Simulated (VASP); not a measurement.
Wanted: the native input for a VASP 6.6.1 run.

| Property | Result |
| --- | --- |
| Task | single point |
| Functional | PBE |
| Potentials or basis | VASP PAW PBE potentials, release 64 (Zr_sv, O) |
| Cutoff | 600 eV |
| k mesh | 6 × 6 × 4 |
| Occupations | gaussian, width 0.02 eV |
| Spin | no spin polarisation |
| Dipole correction | no |
| Further INCAR settings | ALGO = Normal; EDIFF = 1e-06; NBANDS = 33 |

The structure of ZrO2 lies in POSCAR:

```
ZrO2
1.0
    3.6204895726      0.0000000000      0.0000000000
    0.0000000000      3.6204895726      0.0000000000
    0.0000000000      0.0000000000      5.2787090336
Zr O
2 4
Direct
    0.5000000000      0.5000000000      0.5000000000
    0.0000000000      0.0000000000      0.0000000000
    0.0000000000      0.5000000000      0.6933492620
    0.5000000000      0.0000000000      0.8066507380
    0.5000000000      0.0000000000      0.3066507380
    0.0000000000      0.5000000000      0.1933492620
```

One way to write it, as run:

INCAR

```
PREC = Accurate
ENCUT = 600
EDIFF = 1E-6
ISMEAR = 0
SIGMA = 0.02
LREAL = F
LASPH = T
NELM = 120
ALGO = Normal
ISIF = 2
LWAVE = F
LCHARG = F
GGA = PE
NBANDS = 33
GGA_COMPAT = F
```

KPOINTS

```
regular mesh
0
Gamma
  6 6 4
```

Potentials or basis: VASP PAW PBE potentials, release 64 (Zr_sv, O).

Launch:

```bash
$ cat potpaw_PBE.64/Zr_sv/POTCAR potpaw_PBE.64/O/POTCAR > POTCAR
$ mpirun -np 1 vasp_std > vasp.out
```

It gave:

The pressure is 0.2 GPa. The largest force is 0.012 eV/Å. The band gap on the k mesh is 4.05 eV, indirect (least direct gap 4.12 eV).

It took 80 s on 1 thread of Intel Xeon 6975P-C (shared host), peak memory 0.22 GiB.
